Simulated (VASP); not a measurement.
# ZnSe (F-43m) in VASP: G0W0 quasiparticle levels with PBE

Aim: the G0W0 quasiparticle levels of ZnSe with PBE.

All numbers are computed with VASP 6.6.1; they aren't measurements. Logs are shortened: lines on timing, memory, paths and dates and some standing lists are left out, and cuts for length are marked.

### Step 1. The cell of the first run

Symmetry: F-43m, No. 216, cubic system. Conventional cell: a = 5.665 Å, b = 5.665 Å, c = 5.665 Å, α = 90.00°, β = 90.00°, γ = 90.00°. Within 3.2 Å of Zn (site symmetry -43m) lie 4 Se at 2.45 Å. Within 3.2 Å of Se (site symmetry -43m) lie 4 Zn at 2.45 Å.

### Step 2. G0W0 quasiparticle levels, PBE

Input file POSCAR:

```
ZnSe
1.0
    0.0000000000      2.8324206848      2.8324206848
    2.8324206848      0.0000000000      2.8324206848
    2.8324206848      2.8324206848      0.0000000000
Zn Se
1 1
Direct
    0.0000000000      0.0000000000      0.0000000000
    0.2500000000      0.2500000000      0.2500000000
```

Input file INCAR.step1:

```
SYSTEM = ZnSe
ALGO = Normal
EDIFF = 1E-8
ENCUT = 500
GGA = PE
ISMEAR = 0
LASPH = .True.
LCHARG = .False.
LREAL = .False.
LWAVE = .True.
NELM = 100
PREC = Accurate
SIGMA = 0.01
```

Input file INCAR.step2:

```
SYSTEM = ZnSe
ALGO = Exact
EDIFF = 1E-8
ENCUT = 500
GGA = PE
ISMEAR = 0
ISTART = 1
LASPH = .True.
LCHARG = .False.
LOPTICS = .True.
LREAL = .False.
LWAVE = .True.
NBANDS = 39
NELM = 1
PREC = Accurate
SIGMA = 0.01
```

Input file INCAR.step3:

```
SYSTEM = ZnSe
ALGO = EVGW0
EDIFF = 1E-8
ENCUT = 500
ENCUTGW = 60
GGA = PE
ISMEAR = 0
ISTART = 1
LASPH = .True.
LCHARG = .False.
LREAL = .False.
LWAVE = .False.
NBANDS = 39
NBANDSGW = 17
NELMGW = 1
NOMEGA = 48
PREC = Accurate
PRECFOCK = Fast
SIGMA = 0.01
```

Input file KPOINTS:

```
k-points
0
Gamma
  4 4 4
  0 0 0
```

Potentials or basis: VASP PAW PBE potentials, release 64 (Zn_GW, Se_GW).

Command:

```
$ cat potpaw_PBE.64/Zn_GW/POTCAR potpaw_PBE.64/Se_GW/POTCAR > POTCAR
$ cp INCAR.step1 INCAR
$ mpirun -np 1 vasp_std > vasp.out
$ cp INCAR.step2 INCAR
$ mpirun -np 1 vasp_std > vasp.out
$ cp INCAR.step3 INCAR
$ mpirun -np 1 vasp_std > vasp.out
```

OUTCAR:

```text
SYSTEM = ZnSe
   EDIFF = 1E-8
   ENCUT = 500
   ENCUTGW = 60
   GGA = PE
   ISMEAR = 0
   ISTART = 1
   LASPH = .True.
   LREAL = .False.
   NELMGW = 1
   PREC = Accurate
   PRECFOCK = Fast

 ion  position               nearest neighbor table
   1  0.000  0.000  0.000-   2 2.45   2 2.45   2 2.45   2 2.45
   2  0.250  0.250  0.250-   1 2.45   1 2.45   1 2.45   1 2.45

  LATTYP: Found a face centered cubic cell.
 ALAT       =     5.6648413696

  Lattice vectors:

 A1 = (   0.0000000000,   2.8324206848,   2.8324206848)
 A2 = (   2.8324206848,   0.0000000000,   2.8324206848)
 A3 = (   2.8324206848,   2.8324206848,   0.0000000000)

Analysis of symmetry for initial positions (statically):
=====================================================================
 Subroutine PRICEL returns:
 Original cell was already a primitive cell.

 Routine SETGRP: Setting up the symmetry group for a
 face centered cubic supercell.

 Subroutine GETGRP returns: Found 24 space group operations
 (whereof 24 operations were pure point group operations)
 out of a pool of 48 trial point group operations.

The static configuration has the point symmetry T_d .

Analysis of symmetry for dynamics (positions and initial velocities):
=====================================================================
 Subroutine PRICEL returns:
 Original cell was already a primitive cell.

 Routine SETGRP: Setting up the symmetry group for a
 face centered cubic supercell.

 Subroutine GETGRP returns: Found 24 space group operations
 (whereof 24 operations were pure point group operations)
 out of a pool of 48 trial point group operations.

The dynamic configuration has the point symmetry T_d .

 Subroutine INISYM returns: Found 24 space group operations
 (whereof 24 operations are pure point group operations),
 and found     1 'primitive' translations

----------------------------------------------------------------------------------------

                                     Primitive cell

  volume of cell :      45.4468
[... 45 lines left out ...]
            Coordinates               Weight
  0.000000  0.000000  0.000000      1.000000
  0.250000  0.000000  0.000000      8.000000
  0.500000  0.000000  0.000000      4.000000
  0.250000  0.250000  0.000000      6.000000
  0.500000  0.250000  0.000000     24.000000
 -0.250000  0.250000  0.000000     12.000000
  0.500000  0.500000  0.000000      3.000000
 -0.250000  0.500000  0.250000      6.000000
   k-points           NKPTS =      8   k-points in BZ     NKDIM =     64   number of bands    NBANDS=     39
   number of dos      NEDOS =    301   number of ions     NIONS =      2
   total plane-waves  NPLWV =  27000
   dimension x,y,z NGX =    30 NGY =   30 NGZ =   30
   dimension x,y,z NGXF=    60 NGYF=   60 NGZF=   60
   ions per type =               1   1
   NGX,Y,Z   is equivalent  to a cutoff of  12.45, 12.45, 12.45 a.u.
   NGXF,Y,Z  is equivalent  to a cutoff of  24.90, 24.90, 24.90 a.u.
 SYSTEM =  ZnSe
   PREC   = accura    normal or accurate (medium, high low for compatibility)
   ISTART =      1    job   : 0-new  1-cont  2-samecut
   ICHARG =      0    charge: 1-file 2-atom 10-const
   ISPIN  =      1    spin polarized calculation?
   LNONCOLLINEAR =      F non collinear calculations
   LSORBIT =      F    spin-orbit coupling
   LASPH  =      T    aspherical Exc in radial PAW
   ENCUT  =  500.0 eV  36.75 Ry    6.06 a.u.   7.30  7.30  7.30*2*pi/ulx,y,z
   NELM   =     60;   NELMIN=  2; NELMDL=  0     # of ELM steps
   EDIFF  = 0.1E-07   stopping-criterion for ELM
   LREAL  =      F    real-space projection
   EDIFFG = 0.1E-06   stopping-criterion for IOM
   NSW    =      0    number of steps for IOM
   IBRION =     -1    ionic relax: 0-MD 1-quasi-New 2-CG
   NFREE  =      0    steps in history (QN), initial steepest desc. (CG)
   ISIF   =      0    stress and relaxation
   ISYM   =      3    0-nonsym 1-usesym 2-fastsym
   POTIM  = 0.5000    time-step for ionic-motion
   TEBEG  =    0.0;   TEEND  =   0.0 temperature during run
   PSTRESS=    0.0 pullay stress
   NELECT =      18.0000    total number of electrons
   NUPDOWN=      -1.0000    fix difference up-down
   EMIN   =  10.00;   EMAX   =-10.00  energy-range for DOS
   EFERMI =   0.00;   METHOD = LEGACY
   ISMEAR =     0;   SIGMA  =   0.01  broadening in eV -4-tet -1-fermi 0-gaus
   EFERMI_NEDOS =   21; number of points for ismear=-14 and -15
   IALGO  =     38    algorithm
   IMIX   =      4    mixing-type and parameters
     AMIX     =   0.40;   BMIX     =  1.00
     AMIX_MAG =   1.60;   BMIX_MAG =  1.00
  volume/ion in A,a.u.               =      22.72       153.35
  Fermi-wavevector in a.u.,A,eV,Ry     =   1.202259  2.271939 19.666213  1.445426
  Thomas-Fermi vector in A             =   2.338045
   LORBIT       =      0    0 simple, 1 ext, 2 COOP (PROOUT), +10 PAW based schemes
   GGA     = PE    functional components
   LHFCALC =     T    Hartree Fock is set to
   PRECFOCK=fast      Normal, Fast or Accurate (Low or Medium for compatibility)
   ENCUT4O =  -1.0   cutoff for four orbital integrals eV
   NKREDX  =     1    reduce k-point grid by
   NKREDY  =     1    reduce k-point grid by
   NKREDZ  =     1    reduce k-point grid by
   AEXX    =    1.0000 exact exchange contribution
   HFSCREEN=    0.0000 screening length (either q_TF or 0.3 A-1)
   HFSCREENC=   0.0000 screening length for correlation (either q_TF or 0.3 A-1)
   ENCUTFOCK=  -1.0 apply spherical cutoff to Coloumb kernel
   IVDW    =     0    specifies the selected vdW correction
   LEPSILON=     F    determine dielectric tensor
   LRPA    =     F    only Hartree local field effects (RPA)
   LRPAFORCE           =     F    calculate RPA forces
   ENCUTGW             =  60.0    cutoff for response function in eV
   ENCUTGWSOFT         =  48.0    soft cutoff for Coulomb kernel in GW response function in eV
   ENCUTLF             =  -1.0    cutoff for local field effects
   NELMGW              =     1    number of iterations in solving QP/BSE equation
   NELMHF              =     1    number of iterations in the inner HF iteration
   NKREDLFX            =     1    NKREDLFY  =   1   NKREDLFZ  =   1
 non-spin polarized calculation
 Gauss-broadening in eV      SIGMA  =   0.01
  energy-cutoff  :      500.00
  volume of cell :       45.45
 maximum number of plane-waves:      1174
 NGX is ok and might be reduce to    30
  NGX = 18; NGY = 18; NGZ = 18
   NGX = 15   NGY = 15   NGZ = 15
 maximum number of plane-waves:        59
 NGX is ok and might be reduce to    14

 QP shifts <psi_nk| G(iteration)W_0 |psi_nk>: iteration 1
 for sc-GW calculations column KS-energies equals QP-energies in previous step
 and V_xc(KS)=  KS-energies - (<T + V_ion + V_H > + <T+V_H+V_ion>^1  + <V_x>^1)

 k-point   1 :       0.0000    0.0000    0.0000
  band No.  KS-energies  QP-energies   sigma(KS)   V_xc(KS)     V^pw_x(r,r')   Z            occupation Imag(sigma)

      1     -10.5740     -10.6871     -12.4881     -12.3143     -19.8487       0.6507       2.0000       1.1559
      2      -3.8874      -6.1763     -23.0816     -19.6823     -30.8557       0.6733       2.0000       0.2251
      3      -3.8874      -6.1763     -23.0816     -19.6823     -30.8557       0.6733       2.0000       0.2251
      4      -3.8874      -6.1763     -23.0816     -19.6823     -30.8557       0.6733       2.0000       0.2251
      5      -3.5191      -6.0008     -24.1563     -20.4961     -32.0550       0.6780       2.0000       0.2026
      6      -3.5191      -6.0008     -24.1563     -20.4961     -32.0550       0.6780       2.0000       0.2026
[... 143 lines left out ...]
      3      -3.6809      -6.0932     -23.7880     -20.2283     -31.6814       0.6777       2.0000       0.2193
      4      -3.5514      -5.9454     -23.6318     -20.0963     -31.4021       0.6772       2.0000       0.2090
      5      -3.5486      -6.0257     -24.1369     -20.4860     -32.0669       0.6785       2.0000       0.2106
      6      -3.2166      -5.6730     -24.1592     -20.5676     -31.9887       0.6839       2.0000       0.2132
[... 9 lines left out ...]
     16      16.7622      17.2075      -8.6132      -9.2032      -3.4335       0.7549       0.0000      -0.5912
     17      17.3047      18.2186      -9.0805     -10.2974      -3.9197       0.7510       0.0000      -0.5900
```

It took 52 s on 1 thread of Intel Xeon 6975P-C (Granite Rapids), shared host; peak memory 0.43 GiB.

What came out:

```yaml
Band_gap_on_the_k_mesh_mean-field_level: 1.27 eV, direct
Quasiparticle_gap: 2.45 eV
Least_direct_quasiparticle_gap: 2.45 eV
```

Caveat: the k points lie up to 0.48 Å⁻¹ apart; bands, screening cutoff and mesh are small and nothing is extrapolated, so the quasiparticle values aren't converged.
